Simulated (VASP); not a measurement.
# BN (P2_1) in VASP: further runs, part 2 of 2

VASP 6.6.1. Earlier steps stand in the parts before.

### 3 Single point, PBE

The input, INCAR:

```
SYSTEM = BN
ALGO = Normal
EDIFF = 1E-6
ENCUT = 520
GGA = PE
ISIF = 2
ISMEAR = -1
LASPH = .TRUE.
LCHARG = .FALSE.
LREAL = .FALSE.
LWAVE = .FALSE.
NBANDS = 16
NELM = 60
PREC = Accurate
SIGMA = 0.05
```

The input, KPOINTS:

```
k-points
0
G
  12 12 6
  0 0 0
```

The input, POSCAR:

```
BN
1.0
    2.5360000000     -0.0126800000      0.0000000000
   -1.2789812000      2.2025800000      0.0000000000
    0.0000000000      0.0000000000      4.1990000000
B N
2 2
Direct
    0.6666666667      0.3333333333      0.0000000000
    0.3333333333      0.6666666667      0.5000000000
    0.6666666667      0.3333333333      0.3750000000
    0.3333333333      0.6666666667      0.8750000000
```

Potentials or basis: VASP PAW PBE potentials, release 64 (B, N).

Launch:

```bash
> cat potpaw_PBE.64/B/POTCAR potpaw_PBE.64/N/POTCAR > POTCAR
> mpirun -np 1 vasp_std > vasp.out
```

OUTCAR:

```text
SYSTEM = BN
   EDIFF = 1E-6
   ENCUT = 520
   GGA = PE
   ISIF = 2
   ISMEAR = -1
   LASPH = .TRUE.
   LREAL = .FALSE.
   NELM = 60
   PREC = Accurate

 ion  position               nearest neighbor table
   1  0.667  0.333  0.000-   4 1.55   4 1.56   4 1.56   3 1.57
   2  0.333  0.667  0.500-   3 1.55   3 1.56   3 1.56   4 1.57
   3  0.667  0.333  0.375-   2 1.55   2 1.56   2 1.56   1 1.57
   4  0.333  0.667  0.875-   1 1.55   1 1.56   1 1.56   2 1.57

  LATTYP: Found a simple monoclinic cell.
 ALAT       =     2.5250263907
 B/A-ratio  =     1.6629529163
 C/A-ratio  =     1.0043584927
 COS(beta)  =    -0.4934814658

  Lattice vectors:

 A1 = (   1.2570188000,   2.1899000000,   0.0000000000)
 A2 = (   0.0000000000,   0.0000000000,  -4.1990000000)
 A3 = (  -2.5360000000,   0.0126800000,   0.0000000000)

Analysis of symmetry for initial positions (statically):
=====================================================================
 Subroutine PRICEL returns:
 Original cell was already a primitive cell.

 Routine SETGRP: Setting up the symmetry group for a
 simple monoclinic supercell.

 Subroutine GETGRP returns: Found  2 space group operations
 (whereof  1 operations were pure point group operations)
 out of a pool of  4 trial point group operations.

The static configuration has the point symmetry C_1 .
 The point group associated with its full space group is C_2 .

Analysis of symmetry for dynamics (positions and initial velocities):
=====================================================================
 Subroutine PRICEL returns:
 Original cell was already a primitive cell.

 Routine SETGRP: Setting up the symmetry group for a
 simple monoclinic supercell.

 Subroutine GETGRP returns: Found  2 space group operations
 (whereof  1 operations were pure point group operations)
 out of a pool of  4 trial point group operations.

The dynamic configuration has the point symmetry C_1 .
 The point group associated with its full space group is C_2 .

 Subroutine INISYM returns: Found  2 space group operations
 (whereof  1 operations are pure point group operations),
 and found     1 'primitive' translations

----------------------------------------------------------------------------------------

                                     Primitive cell

  volume of cell :      23.3864

  direct lattice vectors                    reciprocal lattice vectors
     2.536000000 -0.012680000  0.000000000     0.395469962  0.229639172  0.000000000
    -1.278981200  2.202580000  0.000000000     0.002276675  0.455335027  0.000000000
     0.000000000  0.000000000  4.199000000     0.000000000  0.000000000  0.238151941

  length of vectors
     2.536031700  2.546988725  4.199000000     0.457308037  0.455340719  0.238151941

  position of ions in fractional coordinates (direct lattice)
     0.666666667  0.333333333  0.000000000
     0.333333333  0.666666667  0.500000000
     0.666666667  0.333333333  0.375000000
     0.333333333  0.666666667  0.875000000

  ion indices of the primitive-cell ions
   primitive index   ion index
                 1           1
                 2           2
                 3           3
                 4           4

----------------------------------------------------------------------------------------

 KPOINTS: k-points

Automatic generation of k-mesh.
 Grid dimensions read from file:
 generate k-points for:   12   12    6

 Generating k-lattice:

  Cartesian coordinates                     Fractional coordinates (reciprocal lattice)
     0.032955830  0.019136598  0.000000000     0.083333333 -0.000000000  0.000000000
     0.000189723  0.037944586  0.000000000    -0.000000000  0.083333333  0.000000000
     0.000000000  0.000000000  0.039691990     0.000000000  0.000000000  0.166666667

  Length of vectors
     0.038109003  0.037945060  0.039691990

  Shift w.r.t. Gamma in fractional coordinates (k-lattice)
     0.000000000  0.000000000  0.000000000

 Subroutine IBZKPT returns following result:
 ===========================================

 Found    296 irreducible k-points:

 Following reciprocal coordinates:
            Coordinates               Weight
  0.000000  0.000000  0.000000      1.000000
  0.083333  0.000000  0.000000      2.000000
  0.166667  0.000000  0.000000      2.000000
  0.250000  0.000000  0.000000      2.000000
  0.333333  0.000000  0.000000      2.000000
  0.416667  0.000000  0.000000      2.000000
[... 16 lines left out ...]
  0.250000  0.166667  0.000000      2.000000
  0.333333  0.166667  0.000000      2.000000
 [... further k-points ...]
   k-points           NKPTS =    296   k-points in BZ     NKDIM =    296   number of bands    NBANDS=     16
   number of dos      NEDOS =    301   number of ions     NIONS =      4
   total plane-waves  NPLWV =  12800
   dimension x,y,z NGX =    20 NGY =   20 NGZ =   32
   dimension x,y,z NGXF=    40 NGYF=   40 NGZF=   64
   ions per type =               2   2
   NGX,Y,Z   is equivalent  to a cutoff of  13.11, 13.05, 12.67 a.u.
   NGXF,Y,Z  is equivalent  to a cutoff of  26.22, 26.11, 25.34 a.u.
 SYSTEM =  BN
   PREC   = accura    normal or accurate (medium, high low for compatibility)
   ISTART =      0    job   : 0-new  1-cont  2-samecut
   ICHARG =      2    charge: 1-file 2-atom 10-const
   ISPIN  =      1    spin polarized calculation?
   LNONCOLLINEAR =      F non collinear calculations
   LSORBIT =      F    spin-orbit coupling
   LASPH  =      T    aspherical Exc in radial PAW
   ENCUT  =  520.0 eV  38.22 Ry    6.18 a.u.   4.72  4.74  7.81*2*pi/ulx,y,z
   NELM   =     60;   NELMIN=  2; NELMDL= -5     # of ELM steps
   EDIFF  = 0.1E-05   stopping-criterion for ELM
   LREAL  =      F    real-space projection
[... 7 lines left out ...]
   TEBEG  =    0.0;   TEEND  =   0.0 temperature during run
   PSTRESS=    0.0 pullay stress
   NELECT =      16.0000    total number of electrons
   NUPDOWN=      -1.0000    fix difference up-down
   EMIN   =  10.00;   EMAX   =-10.00  energy-range for DOS
   EFERMI =   0.00;   METHOD = LEGACY
   ISMEAR =    -1;   SIGMA  =   0.05  broadening in eV -4-tet -1-fermi 0-gaus
   EFERMI_NEDOS =   21; number of points for ismear=-14 and -15
   IALGO  =     38    algorithm
   IMIX   =      4    mixing-type and parameters
     AMIX     =   0.40;   BMIX     =  1.00
     AMIX_MAG =   1.60;   BMIX_MAG =  1.00
  volume/ion in A,a.u.               =       5.85        39.45
  Fermi-wavevector in a.u.,A,eV,Ry     =   1.442536  2.725999 28.312520  2.080911
  Thomas-Fermi vector in A             =   2.561046
   LORBIT       =      0    0 simple, 1 ext, 2 COOP (PROOUT), +10 PAW based schemes
   GGA     = PE    functional components
   LHFCALC =     F    Hartree Fock is set to
   AEXX    =    0.0000 exact exchange contribution
   IVDW    =     0    specifies the selected vdW correction
   LEPSILON=     F    determine dielectric tensor
   LRPA    =     F    only Hartree local field effects (RPA)
 non-spin polarized calculation
  energy-cutoff  :      520.00
  volume of cell :       23.39
 maximum number of plane-waves:       648
   NGX =  9   NGY =  9   NGZ = 15

 number of electron      15.9999999 magnetization

 Free energy of the ion-electron system (eV)
  ---------------------------------------------------
  ext. energy  EPLUGINS =         0.00000000
  ---------------------------------------------------
  free energy    TOTEN  =       -34.81586925 eV

  energy without entropy =      -34.81586925  energy(sigma->0) =      -34.81586925

 E-fermi :   8.6779     XC(G=0): -12.8633

 val. band max:        7.7107979701   @ k =   0.0000   0.0000   0.0000
 cond. band min:      12.8806864310   @ k =   0.3333   0.3333   0.0000
 fundamental gap:      5.1698884609
 Fermi energy:         8.6779045987

 k-point     1 :       0.0000    0.0000    0.0000
  band No.  band energies     occupation
      1     -12.8381      2.00000
      2      -8.6441      2.00000
      3      -3.3270      2.00000
      4       5.5120      2.00000
      5       5.5805      2.00000
      6       7.4325      2.00000
[... 8 lines left out ...]
     15      19.7744      0.00000
     16      24.0243      0.00000
[... 419 lines left out ...]
 k-point    24 :       0.3333    0.1667    0.0000
  band No.  band energies     occupation
      1      -8.9981      2.00000
      2      -6.9553      2.00000
      3      -1.3056      2.00000
      4       0.2132      2.00000
      5       0.5466      2.00000
      6       1.6263      2.00000
[... 8 lines left out ...]
     15      23.7616      0.00000
     16      24.3546      0.00000

 [... further k-points ...]

------------------------ aborting loop because EDIFF is reached ----------------------------------------

  FORCE on cell =-STRESS in cart. coord.  units (eV):
  Direction    XX          YY          ZZ          XY          YZ          ZX
  --------------------------------------------------------------------------------------
  -------------------------------------------------------------------------------------
  Total        1.2735762      1.2772971      1.0897544      0.6261931      0.0000000      0.0000000
  in kB       87.2512103     87.5061202     74.6577951     42.8997509      0.0000000      0.0000000
  external PRESSURE =      83.1383752 kB  Pullay stress =       0.0000000 kB

 VOLUME and BASIS-vectors are now :
 -----------------------------------------------------------------------------
  energy-cutoff  :      520.00
  volume of cell :       23.39
      direct lattice vectors                 reciprocal lattice vectors
     2.536000000 -0.012680000  0.000000000     0.395469962  0.229639172  0.000000000
    -1.278981200  2.202580000  0.000000000     0.002276675  0.455335027  0.000000000
     0.000000000  0.000000000  4.199000000     0.000000000  0.000000000  0.238151941

 POSITION                                       TOTAL-FORCE (eV/Angst)
 -----------------------------------------------------------------------------------
      1.26434      0.72574      0.00000        -0.030027     -0.001966      0.058997
     -0.00732      1.46416      2.09950         0.030027      0.001966      0.058997
      1.26434      0.72574      1.57462        -0.053700     -0.002002     -0.058997
     -0.00732      1.46416      3.67413         0.053700      0.002002     -0.058997
 -----------------------------------------------------------------------------------
    total drift:                               -0.000000     -0.000000     -0.000198

  FREE ENERGIE OF THE ION-ELECTRON SYSTEM (eV)
  ---------------------------------------------------
  free  energy   TOTEN  =       -34.8158692545 eV

  energy  without entropy=      -34.8158692545  energy(sigma->0) =      -34.81586925
```

OSZICAR:

```text
N       E                     dE             d eps       ncg     rms          rms(c)
DAV:   1     0.378841667688E+02    0.37884E+02   -0.83125E+03  9480   0.973E+02
DAV:   2    -0.345553082373E+02   -0.72439E+02   -0.67962E+02 13464   0.230E+02
DAV:   3    -0.367887166474E+02   -0.22334E+01   -0.22287E+01 11080   0.370E+01
DAV:   4    -0.367939633353E+02   -0.52467E-02   -0.52463E-02 11456   0.204E+00
DAV:   5    -0.367939774368E+02   -0.14101E-04   -0.14101E-04 10720   0.978E-02    0.958E+00
DAV:   6    -0.349889569559E+02    0.18050E+01   -0.22421E+00 12000   0.137E+01    0.457E+00
DAV:   7    -0.348450134226E+02    0.14394E+00   -0.33067E-01 12208   0.463E+00    0.277E+00
DAV:   8    -0.348167790394E+02    0.28234E-01   -0.53765E-02 11208   0.190E+00    0.260E-01
DAV:   9    -0.348155895399E+02    0.11895E-02   -0.19265E-03 11040   0.524E-01    0.137E-01
DAV:  10    -0.348158611887E+02   -0.27165E-03   -0.47426E-04 11184   0.171E-01    0.254E-02
DAV:  11    -0.348158680205E+02   -0.68317E-05   -0.31960E-05 11928   0.549E-02    0.149E-02
DAV:  12    -0.348158691702E+02   -0.11498E-05   -0.56119E-06 11272   0.236E-02    0.200E-03
DAV:  13    -0.348158692545E+02   -0.84299E-07   -0.15460E-07  4752   0.404E-03
   1 F= -.34815869E+02 E0= -.34815869E+02  d E =-.149654E-10
```

Run time: 3.4 min. Hardware: 1 thread of Intel Xeon 8259CL, shared host; peak memory 0.2 GiB.

Results:

- Free energy: -34.8159 eV
- Pressure: 8.3 GPa
- Largest force: 0.080 eV/Å
- Band gap on the k mesh: 5.17 eV (least direct gap 8.32 eV)

Forces on the atoms (eV/Å):
```
B   -0.030 -0.002  0.059
B    0.030  0.002  0.059
N   -0.054 -0.002 -0.059
N    0.054  0.002 -0.059
```

Stress tensor (GPa, compression positive):
```
8.73 4.29 0.00
4.29 8.75 0.00
0.00 0.00 7.47
```

Caveat: the cell stands under pressure. A k mesh can miss the band edges.

### 4 Single point, PBE

The input, INCAR:

```
SYSTEM = BN
ALGO = Normal ; EDIFF = 1E-6
ENCUT = 520 ; GGA = PE
ISIF = 2 ; ISMEAR = -1
LASPH = .TRUE. ; LCHARG = .FALSE.
LREAL = .FALSE. ; LWAVE = .FALSE.
NBANDS = 16 ; NELM = 80
PREC = Accurate ; SIGMA = 0.05
```

KPOINTS is that of step 3.

POSCAR: that of step 3 with these lines changed.

```diff
@@ -2,4 +2,4 @@
 1.0
-    2.5360000000     -0.0126800000      0.0000000000
-   -1.2789812000      2.2025800000      0.0000000000
+    2.5360000000      0.0126800000      0.0000000000
+   -1.2570188000      2.1899000000      0.0000000000
     0.0000000000      0.0000000000      4.1990000000
```

Launch:

```bash
> cat potpaw_PBE.64/B/POTCAR potpaw_PBE.64/N/POTCAR > POTCAR
> mpirun -np 1 vasp_std > vasp.out
```

Run time: 3.6 min. Hardware: 1 thread of Intel Xeon 8259CL, shared host; peak memory 0.2 GiB.

Results (log left out):

| Quantity | Value |
| --- | --- |
| Free energy | -34.8159 eV |
| Pressure | 8.3 GPa |
| Largest force | 0.080 eV/Å |
| Band gap on the k mesh | 5.17 eV (least direct gap 8.32 eV) |

Forces in eV/Å, atoms in the order of the input:
```
B    0.030 -0.002  0.059
B   -0.030  0.002  0.059
N    0.054 -0.002 -0.059
N   -0.054  0.002 -0.059
```

Stress tensor (GPa, compression positive):
```
 8.73 -4.29  0.00
-4.29  8.75  0.00
 0.00  0.00  7.47
```

Levels at points of the mesh, in eV from the valence-band top:
| k point | band 6 | band 7 | band 8 | band 9 | band 10 | band 11 |
| --- | --- | --- | --- | --- | --- | --- |
| (0.00, 0.00, 0.00) | -0.28 | -0.06 | 0.00 | 8.32 | 8.48 | 8.59 |
| (0.50, 0.00, 0.00) | -4.96 | -4.47 | -2.09 | 6.90 | 8.00 | 10.77 |
| (0.00, 0.50, 0.00) | -5.06 | -4.47 | -2.17 | 6.74 | 7.98 | 10.68 |
| (0.50, 0.50, 0.00) | -5.15 | -4.47 | -2.25 | 6.58 | 7.96 | 10.59 |
| (0.00, 0.00, 0.50) | -1.24 | -1.18 | -1.18 | 9.53 | 9.53 | 9.91 |
| (0.50, 0.00, 0.50) | -3.75 | -3.64 | -3.64 | 6.67 | 6.67 | 10.13 |
| (0.00, 0.50, 0.50) | -3.84 | -3.62 | -3.62 | 6.61 | 6.61 | 10.08 |
| (0.50, 0.50, 0.50) | -3.92 | -3.60 | -3.60 | 6.54 | 6.54 | 10.04 |

Caveat: the cell stands under pressure. A k mesh can miss the band edges.

### 5 Single point, PBE

The input, INCAR:

```
SYSTEM = BN
PREC = Accurate
ENCUT = 520
EDIFF = 1E-6
ISMEAR = -1
SIGMA = 0.05
LREAL = .False.
LASPH = .True.
NELM = 60
ALGO = Normal
ISIF = 2
LWAVE = .False.
LCHARG = .True.
GGA = PE
LELF = .True.
LVHAR = .True.
NBANDS = 16
```

The input, KPOINTS:

```
Automatic mesh
0
Gamma
  12 12 6
  0 0 0
```

POSCAR: that of step 4 with these lines changed.

```diff
@@ -2,4 +2,4 @@
 1.0
-    2.5360000000      0.0126800000      0.0000000000
-   -1.2570188000      2.1899000000      0.0000000000
+    2.5360000000      0.0253600000      0.0000000000
+   -1.2460376000      2.1835600000      0.0000000000
     0.0000000000      0.0000000000      4.1990000000
```

Launch:

```bash
> cat potpaw_PBE.64/B/POTCAR potpaw_PBE.64/N/POTCAR > POTCAR
> mpirun -np 1 vasp_std > vasp.out
```

Wall time 3.6 min (1 thread of Intel Xeon 8259CL, shared host); peak memory 0.2 GiB.

It converged, with:

```yaml
Free_energy: -34.8064 eV
Pressure: 8.4 GPa
Largest_force: 0.125 eV/Å
Band_gap_on_the_k_mesh: 5.14 eV (least direct gap 8.17 eV)
```

Forces in eV/Å, atoms in the order of the input:
```
B    0.060 -0.008  0.062
B   -0.060  0.008  0.062
N    0.108 -0.008 -0.062
N   -0.108  0.008 -0.062
```

Stress tensor (GPa, compression positive):
```
 8.84 -8.58  0.00
-8.58  8.94  0.00
 0.00  0.00  7.47
```

Levels at points of the mesh, in eV from the valence-band top:
```csv
k point,band 6,band 7,band 8,band 9,band 10,band 11
"(0.00, 0.00, 0.00)",-0.31,-0.12,0.00,8.17,8.50,8.56
"(0.50, 0.00, 0.00)",-4.90,-4.50,-2.04,7.04,7.99,10.83
"(0.00, 0.50, 0.00)",-5.10,-4.49,-2.20,6.71,7.95,10.64
"(0.50, 0.50, 0.00)",-5.28,-4.50,-2.36,6.39,7.90,10.47
"(0.00, 0.00, 0.50)",-1.31,-1.18,-1.18,9.37,9.37,9.86
"(0.50, 0.00, 0.50)",-3.73,-3.65,-3.65,6.70,6.70,10.15
"(0.00, 0.50, 0.50)",-3.89,-3.63,-3.63,6.58,6.58,10.05
"(0.50, 0.50, 0.50)",-4.04,-3.61,-3.61,6.43,6.43,9.97
```

Caveat: the cell stands under pressure. PBE gaps usually lie below the measured ones, often by a third to a half.

### 6 Single point, PBE

The input, INCAR:

```
SYSTEM = BN
PREC = Accurate ; ENCUT = 520
EDIFF = 1E-7 ; ISMEAR = -1
SIGMA = 0.05 ; LREAL = .False.
LASPH = .True. ; NELM = 60
ALGO = Normal ; ISIF = 2
LWAVE = .False. ; LCHARG = .False.
GGA = PE ; NBANDS = 16
```

The input, KPOINTS:

```
regular mesh
0
Gamma
  12 12 6
  0 0 0
```

POSCAR: that of step 5 with these lines changed.

```diff
@@ -2,4 +2,4 @@
 1.0
-    2.5360000000      0.0253600000      0.0000000000
-   -1.2460376000      2.1835600000      0.0000000000
+    2.5360000000      0.0380400000      0.0000000000
+   -1.2350564000      2.1772200000      0.0000000000
     0.0000000000      0.0000000000      4.1990000000
```

Potentials or basis: VASP PAW PBE potentials, release 64 (B, N).

Launch:

```bash
> cat potpaw_PBE.64/B/POTCAR potpaw_PBE.64/N/POTCAR > POTCAR
> mpirun -np 1 vasp_std > vasp.out
```

Wall time 3.7 min (1 thread of Intel Xeon 8259CL, shared host); peak memory 0.2 GiB.

Results (log left out):

```
Free energy            : -34.7906 eV
Pressure               : 8.6 GPa
Largest force          : 0.176 eV/Å
Band gap on the k mesh : 5.11 eV (least direct gap 8.00 eV)
```

Forces on the atoms (eV/Å):
```
B    0.091 -0.018  0.068
B   -0.091  0.018  0.068
N    0.162 -0.018 -0.068
N   -0.162  0.018 -0.068
```

Stress tensor (GPa, compression positive):
```
  9.04 -12.87   0.00
-12.87   9.26   0.00
  0.00   0.00   7.47
```

Levels at points of the mesh, in eV from the valence-band top:
```
           k point  band 6  band 7  band 8  band 9  band 10  band 11
(0.00, 0.00, 0.00)   -0.34   -0.18    0.00    8.00     8.51     8.53
(0.50, 0.00, 0.00)   -4.84   -4.52   -1.99    7.17     7.98    10.88
(0.00, 0.50, 0.00)   -5.14   -4.51   -2.23    6.69     7.92    10.60
(0.50, 0.50, 0.00)   -5.40   -4.53   -2.46    6.21     7.84    10.34
(0.00, 0.00, 0.50)   -1.37   -1.17   -1.17    9.18     9.18     9.83
(0.50, 0.00, 0.50)   -3.76   -3.60   -3.60    6.73     6.73    10.18
(0.00, 0.50, 0.50)   -3.94   -3.64   -3.64    6.55     6.55    10.02
(0.50, 0.50, 0.50)   -4.16   -3.62   -3.62    6.32     6.32     9.91
```

Caveat: the cell stands under pressure. A k mesh can miss the band edges.

### 7 Overview

| cell | gap on the mesh (eV) | pressure (GPa) | largest force (eV/Å) |
| --- | --- | --- | --- |
| a = 2.536, b = 2.558, c = 4.199 Å, angles 90.0, 90.0, 120.9°, 4 atoms | 5.14 | 8.4 | 0.12 |
| a = 2.536, b = 2.547, c = 4.199 Å, angles 90.0, 90.0, 120.4°, 4 atoms | 5.17 | 8.3 | 0.08 |
| a = 2.536, b = 2.525, c = 4.199 Å, angles 90.0, 90.0, 119.6°, 4 atoms | 5.17 | 8.3 | 0.08 |
| a = 2.536, b = 2.514, c = 4.199 Å, angles 90.0, 90.0, 119.1°, 4 atoms | 5.14 | 8.4 | 0.12 |
| a = 2.536, b = 2.503, c = 4.199 Å, angles 90.0, 90.0, 118.7°, 4 atoms | 5.11 | 8.6 | 0.18 |

Alike in all rows: task single point; level PBE; potentials or basis VASP PAW PBE potentials, release 64 (B, N); no spin polarisation; k mesh 12 × 12 × 6; cutoff (eV) 520; smearing fermi-dirac 0.05 eV.

Caveats: the cell stands under pressure.

Absolute energies hang on the potentials; compare differences alone.
